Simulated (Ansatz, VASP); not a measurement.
## SiNi3 in VASP and in Ansatz

File INCAR:

```
ALGO = Normal
EDIFF = 1E-7
ENCUT = 520
GGA = PE
ISIF = 2
ISMEAR = -1
ISPIN = 2
LASPH = True
LCHARG = False
LMAXMIX = 4
LORBIT = 11
LREAL = False
LWAVE = False
MAGMOM = 1.26667 1.26667 1.26667 0
NBANDS = 29
NELM = 150
NUPDOWN = 3.8
PREC = Accurate
SIGMA = 0.05
```

KPOINTS

```
k-points
0
Gamma
  6 6 6
```

Contents of POSCAR:

```
SiNi3
1.0
    3.5420000000      0.0000000000      0.0000000000
    0.0000000000      3.5420000000      0.0000000000
    0.0000000000      0.0000000000      3.5420000000
Ni Si
3 1
Direct
    0.5000000000      0.5000000000      0.0000000000
    0.5000000000      0.0000000000      0.5000000000
    0.0000000000      0.5000000000      0.5000000000
    0.0000000000      0.0000000000      0.0000000000
```

input.yaml

```yaml
crystal:
  lattice:
    - [3.542, 0.0, 0.0]
    - [0.0, 3.542, 0.0]
    - [0.0, 0.0, 3.542]
  atoms:
    - { symbol: Ni, position: [0.5, 0.5, 0.0], spin: 1.2666666667 }
    - { symbol: Ni, position: [0.5, 0.0, 0.5], spin: 1.2666666667 }
    - { symbol: Ni, position: [0.0, 0.5, 0.5], spin: 1.2666666667 }
    - { symbol: Si, position: [0.0, 0.0, 0.0] }
hamiltonian:
  xc: pbe
  pseudopotentials: { kind: paw }
magnetization:
  spin_polarized: true
  initial_magnetization: 3.8
  spin_locking: { lock_magnetization: hard }
kpoints:
  mp_grid: { grid: [6, 6, 6] }
scf:
  occupations: { method: fermi_dirac, width: 0.05 }
  lower_state_search: "off"
output:
  forces: true
  stress: true
  eigenvalues: true
```

Alike in both runs: task single point; functional PBE; k mesh 6 × 6 × 6; occupations fermi-dirac, width 0.05 eV; collinear spin; fixed moment 3.8 μB.

|  | VASP | Ansatz |
| --- | --- | --- |
| version | VASP 6.6.1 | Ansatz 0.2.0 |
| potentials or method | VASP PAW PBE potentials, release 64 (Ni, Si) | Ansatz PAW |
| plane-wave cutoff (eV) | 520 | 420 |
| valence electrons in the cell | 34 | 58 |

Ansatz gave:

```
pressure (GPa)                                                : 6.9
net moment per atom (μB)                                      : 0.95
size of the moment on the site where the two differ most (μB) : 0.27
```

Which values does VASP return?

Pressure (GPa): 6.9; net moment per atom (μB): 0.95; size of the moment on the site where the two differ most (μB): 0.23.

Site moments also hang on the region over which each program counts them. VASP's potentials hold 34 valence electrons a cell and Ansatz's 58, so a difference there can come from the potentials and not from the codes.
